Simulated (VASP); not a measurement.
# Ga (Fd-3m) in VASP: single point with PBE

Aim: the single point of Ga with PBE.

All numbers are computed with VASP 6.6.1; they aren't measurements. Logs are shortened: lines on timing, memory, paths and dates and some standing lists are left out, and cuts for length are marked.

**1. The cell of the first run**

Symmetry: Fd-3m, No. 227, cubic system. The conventional cell has a = 5.881 Å, b = 5.881 Å, c = 5.881 Å, α = 90.00°, β = 90.00°, γ = 90.00°. Within 3.4 Å of Ga (site symmetry -43m) lie 4 Ga at 2.55 Å.

This isn't the form of Ga at room conditions, which is orthorhombic.

**2. Single point, PBE, non-collinear spin, zero start, spin-orbit coupling**

File INCAR:

```
SYSTEM = Ga
  PREC = Accurate
  ENCUT = 520
  EDIFF = 1E-6
  ISMEAR = -1
  SIGMA = 0.1
  LREAL = .FALSE.
  LASPH = .TRUE.
  NELM = 150
  ALGO = Normal
  ISIF = 2
  LWAVE = .FALSE.
  LCHARG = .FALSE.
  LNONCOLLINEAR = .TRUE.
  MAGMOM = 0 0 0 0 0 0
  LORBIT = 11
  LSORBIT = .TRUE.
  GGA_COMPAT = .FALSE.
  LORBMOM = .TRUE.
  GGA = PE
  NBANDS = 38
```

File KPOINTS:

```
regular mesh
0
G
  9 9 9
  0 0 0
```

File POSCAR:

```
Ga
1.0
    0.0000000000      2.9406016430      2.9406016430
    2.9406016430      0.0000000000      2.9406016430
    2.9406016430      2.9406016430      0.0000000000
Ga
2
Direct
    0.1250000000      0.1250000000      0.1250000000
    0.8750000000      0.8750000000      0.8750000000
```

Potentials or basis: VASP PAW PBE potentials, release 64 (Ga_d).

Launch:

```
$ cat potpaw_PBE.64/Ga_d/POTCAR > POTCAR
$ mpirun -np 1 vasp_ncl > vasp.out
```

OUTCAR:

```text
SYSTEM = Ga
   PREC = Accurate
   ENCUT = 520
   EDIFF = 1E-6
   ISMEAR = -1
   LREAL = .FALSE.
   LASPH = .TRUE.
   NELM = 150
   ISIF = 2
   LNONCOLLINEAR = .TRUE.
   LORBIT = 11
   LSORBIT = .TRUE.
   GGA = PE

 ion  position               nearest neighbor table
   1  0.125  0.125  0.125-   2 2.55   2 2.55   2 2.55   2 2.55
   2  0.875  0.875  0.875-   1 2.55   1 2.55   1 2.55   1 2.55

  LATTYP: Found a face centered cubic cell.
 ALAT       =     5.8812032860

  Lattice vectors:

 A1 = (   0.0000000000,   2.9406016430,   2.9406016430)
 A2 = (   2.9406016430,   0.0000000000,   2.9406016430)
 A3 = (   2.9406016430,   2.9406016430,   0.0000000000)

Analysis of symmetry for initial positions (statically):
=====================================================================
 Subroutine PRICEL returns:
 Original cell was already a primitive cell.

 Routine SETGRP: Setting up the symmetry group for a
 face centered cubic supercell.

 Subroutine GETGRP returns: Found 48 space group operations
 (whereof 12 operations were pure point group operations)
 out of a pool of 48 trial point group operations.

The static configuration has the point symmetry D_3d.
 The point group associated with its full space group is O_h .

Analysis of symmetry for dynamics (positions and initial velocities):
=====================================================================
 Subroutine PRICEL returns:
 Original cell was already a primitive cell.

 Routine SETGRP: Setting up the symmetry group for a
 face centered cubic supercell.

 Subroutine GETGRP returns: Found 48 space group operations
 (whereof 12 operations were pure point group operations)
 out of a pool of 48 trial point group operations.

The dynamic configuration has the point symmetry D_3d.
 The point group associated with its full space group is O_h .

Analysis of structural, dynamic, and magnetic symmetry:
=====================================================================
 Subroutine PRICEL returns:
 Original cell was already a primitive cell.

 Routine SETGRP: Setting up the symmetry group for a
 face centered cubic supercell.

 Subroutine GETGRP returns: Found 48 space group operations
 (whereof 12 operations were pure point group operations)
 out of a pool of 48 trial point group operations.

The overall configuration has the point symmetry D_3d.
 The point group associated with its full space group is O_h .

 Subroutine INISYM returns: Found 48 space group operations
 (whereof 12 operations are pure point group operations),
 and found     1 'primitive' translations

----------------------------------------------------------------------------------------

                                     Primitive cell

  volume of cell :      50.8556

  direct lattice vectors                    reciprocal lattice vectors
     0.000000000  2.940601643  2.940601643    -0.170033232  0.170033232  0.170033232
     2.940601643  0.000000000  2.940601643     0.170033232 -0.170033232  0.170033232
     2.940601643  2.940601643  0.000000000     0.170033232  0.170033232 -0.170033232

  length of vectors
     4.158638725  4.158638725  4.158638725     0.294506196  0.294506196  0.294506196

  position of ions in fractional coordinates (direct lattice)
     0.125000000  0.125000000  0.125000000
     0.875000000  0.875000000  0.875000000

  ion indices of the primitive-cell ions
   primitive index   ion index
                 1           1
                 2           2

----------------------------------------------------------------------------------------

 KPOINTS: regular mesh

Automatic generation of k-mesh.
 Grid dimensions read from file:
 generate k-points for:    9    9    9

 Generating k-lattice:

  Cartesian coordinates                     Fractional coordinates (reciprocal lattice)
    -0.018892581  0.018892581  0.018892581     0.111111111  0.000000000  0.000000000
     0.018892581 -0.018892581  0.018892581     0.000000000  0.111111111  0.000000000
[... 95 lines left out ...]

 number of electron      26.0000010 magnetization      -0.0000000     -0.0000000     -0.0000000

 number of electron      26.0000010 magnetization      -0.0000000      0.0000000      0.0000000

 Free energy of the ion-electron system (eV)
  ---------------------------------------------------
  ext. energy  EPLUGINS =         0.00000000
  ---------------------------------------------------
  free energy    TOTEN  =        -5.28414278 eV

  energy without entropy =       -5.23664482  energy(sigma->0) =       -5.26039380

 E-fermi :   2.5877     XC(G=0):  -9.2904

 val. band max:        2.5765972377   @ k =   0.3333   0.3333   0.0000
 cond. band min:       2.6033780225   @ k =   0.4444   0.3333   0.1111
 fundamental gap:      0.0267807848
 Fermi energy:         2.5877050898

 k-point     1 :       0.0000    0.0000    0.0000
  band No.  band energies     occupation
      1     -12.3688      1.00000
      2     -12.3688      1.00000
      3     -12.3688      1.00000
      4     -12.3688      1.00000
      5     -12.2930      1.00000
      6     -12.2930      1.00000
[... 973 lines left out ...]
     37      15.1013      0.00000
     38      15.1013      0.00000

 [... further k-points ...]
[... 5 lines left out ...]
  --------------------------------------------------------------------------------------
  -------------------------------------------------------------------------------------
  Total        0.0324343      0.0324343      0.0324343      0.0000000      0.0000000      0.0000000
  in kB        1.0218236      1.0218236      1.0218236      0.0000000      0.0000000      0.0000000
  external PRESSURE =       1.0218236 kB  Pullay stress =       0.0000000 kB

 VOLUME and BASIS-vectors are now :
 -----------------------------------------------------------------------------
  energy-cutoff  :      520.00
  volume of cell :       50.86
      direct lattice vectors                 reciprocal lattice vectors
     0.000000000  2.940601643  2.940601643    -0.170033232  0.170033232  0.170033232
     2.940601643  0.000000000  2.940601643     0.170033232 -0.170033232  0.170033232
     2.940601643  2.940601643  0.000000000     0.170033232  0.170033232 -0.170033232

 POSITION                                       TOTAL-FORCE (eV/Angst)
 -----------------------------------------------------------------------------------
      0.73515      0.73515      0.73515         0.000000      0.000000      0.000000
      5.14605      5.14605      5.14605        -0.000000     -0.000000     -0.000000
 -----------------------------------------------------------------------------------
    total drift:                                0.000000     -0.000000     -0.000000

  FREE ENERGIE OF THE ION-ELECTRON SYSTEM (eV)
  ---------------------------------------------------
  free  energy   TOTEN  =        -5.2841427845 eV

  energy  without entropy=       -5.2366448152  energy(sigma->0) =       -5.26039380

 orbital moment (x)

 # of ion     p       d       tot
 ----------------------------------------
  1         0.000  -0.000   0.000
  2         0.000  -0.000   0.000
 ----------------------------------------
            0.000  -0.000   0.000

 orbital moment (y)

 # of ion     p       d       tot
 ----------------------------------------
  1         0.000   0.000   0.000
  2         0.000   0.000   0.000
 ----------------------------------------
            0.000   0.000   0.000

 orbital moment (z)

 # of ion     p       d       tot
 ----------------------------------------
  1         0.000  -0.000  -0.000
  2         0.000  -0.000  -0.000
 ----------------------------------------
            0.000  -0.000  -0.000

 Spin-Orbit-Coupling matrix elements

 Ion:    1  E_soc:     -0.0116749
 l=   1
     0.0000000    -0.0011018    -0.0011018
    -0.0011018     0.0000000    -0.0011018
    -0.0011018    -0.0011018     0.0000000
 l=   2
     0.0000000    -0.0001682     0.0000000    -0.0001682    -0.0006758
    -0.0001682     0.0000000    -0.0005069    -0.0001682    -0.0001690
     0.0000000    -0.0005069     0.0000000    -0.0005069     0.0000000
    -0.0001682    -0.0001682    -0.0005069     0.0000000    -0.0001690
    -0.0006758    -0.0001690     0.0000000    -0.0001690     0.0000000
 l=   3
     0.0000000     0.0000000     0.0000000     0.0000000     0.0000000     0.0000000     0.0000000
     0.0000000     0.0000000     0.0000000     0.0000000     0.0000000     0.0000000     0.0000000
     0.0000000     0.0000000     0.0000000     0.0000000     0.0000000     0.0000000     0.0000000
     0.0000000     0.0000000     0.0000000     0.0000000     0.0000000     0.0000000     0.0000000
     0.0000000     0.0000000     0.0000000     0.0000000     0.0000000     0.0000000     0.0000000
     0.0000000     0.0000000     0.0000000     0.0000000     0.0000000     0.0000000     0.0000000
     0.0000000     0.0000000     0.0000000     0.0000000     0.0000000     0.0000000     0.0000000

 Ion:    2  E_soc:     -0.0116749
 l=   1
     0.0000000    -0.0011018    -0.0011018
    -0.0011018     0.0000000    -0.0011018
    -0.0011018    -0.0011018     0.0000000
 l=   2
     0.0000000    -0.0001682     0.0000000    -0.0001682    -0.0006758
    -0.0001682     0.0000000    -0.0005069    -0.0001682    -0.0001690
     0.0000000    -0.0005069     0.0000000    -0.0005069     0.0000000
    -0.0001682    -0.0001682    -0.0005069     0.0000000    -0.0001690
    -0.0006758    -0.0001690     0.0000000    -0.0001690     0.0000000
 l=   3
     0.0000000     0.0000000     0.0000000     0.0000000     0.0000000     0.0000000     0.0000000
     0.0000000     0.0000000     0.0000000     0.0000000     0.0000000     0.0000000     0.0000000
     0.0000000     0.0000000     0.0000000     0.0000000     0.0000000     0.0000000     0.0000000
     0.0000000     0.0000000     0.0000000     0.0000000     0.0000000     0.0000000     0.0000000
     0.0000000     0.0000000     0.0000000     0.0000000     0.0000000     0.0000000     0.0000000
     0.0000000     0.0000000     0.0000000     0.0000000     0.0000000     0.0000000     0.0000000
     0.0000000     0.0000000     0.0000000     0.0000000     0.0000000     0.0000000     0.0000000

 total charge

# of ion       s       p       d       tot
------------------------------------------
    1        1.004   0.654   9.939  11.597
    2        1.004   0.654   9.939  11.597
--------------------------------------------------
tot          2.008   1.309  19.877  23.194

 magnetization (x)

# of ion       s       p       d       tot
------------------------------------------
    1       -0.000  -0.000   0.000  -0.000
    2       -0.000  -0.000   0.000  -0.000
--------------------------------------------------
tot         -0.000  -0.000   0.000  -0.000

 magnetization (y)

# of ion       s       p       d       tot
------------------------------------------
    1        0.000  -0.000   0.000   0.000
    2        0.000  -0.000   0.000   0.000
--------------------------------------------------
tot          0.000  -0.000   0.000   0.000

 magnetization (z)

# of ion       s       p       d       tot
------------------------------------------
    1        0.000   0.000  -0.000  -0.000
    2        0.000   0.000  -0.000  -0.000
--------------------------------------------------
tot          0.000   0.000  -0.000  -0.000
```

Wall time 2.3 min (1 thread of Intel Xeon Platinum 8259CL at 2.50GHz (Skylake/Cascade Lake), shared host); peak memory 0.34 GiB.

What came out:

```yaml
Free_energy: -5.2841 eV
Pressure: 0.1 GPa
Net_moment: 0.00 μB per cell
Valence_electrons_inside_the_program's_atomic_spheres: Ga 11.60
```

Moments on the atoms (μB; x, y, z):
```
Ga  0.00 0.00 0.00
Ga  0.00 0.00 0.00
```
